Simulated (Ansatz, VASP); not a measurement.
**Two plane-wave programs on HfN**

```
Hf N
1.0
     3.10289    0.00000    0.00000
    -1.55144    2.68718    0.00000
     0.00000    0.00000    5.35179
Hf N
2 2
Direct
  0.66667 0.33333 0.75000
  0.33333 0.66667 0.25000
  0.00000 0.00000 0.00000
  0.00000 0.00000 0.50000
```

Alike in both runs: functional LDA; k mesh 15 × 15 × 8; occupations gaussian, width 0.1 eV; no spin polarisation.

Ansatz relaxed the structure, and its values are those at the end. VASP's run is a single point on that final structure, the one shown.

|  | VASP | Ansatz |
| --- | --- | --- |
| version | VASP 6.6.1 | Ansatz 0.2.0 |
| potentials or method | VASP PAW LDA potentials, release 64 (Hf_pv, N), cutoff 520 eV | scalar-relativistic, plane waves, PAW |
| valence electrons in the cell | 30 | 62 |

|  | VASP | Ansatz | Ansatz less VASP |
| --- | --- | --- | --- |
| gap on the k mesh at the Fermi level (eV) | none | none | - |
| pressure (GPa) | -1.1 | 0.0 | +1.12 |

LDA's correlation is that of Perdew and Zunger in VASP and of Perdew and Wang (1992) in Ansatz. A gap of «none» marks a metal or a gap that the smearing closes. VASP's potentials hold 30 valence electrons a cell and Ansatz's 62, so a difference there can come from the potentials and not from the codes.

Spin-orbit coupling is off throughout.
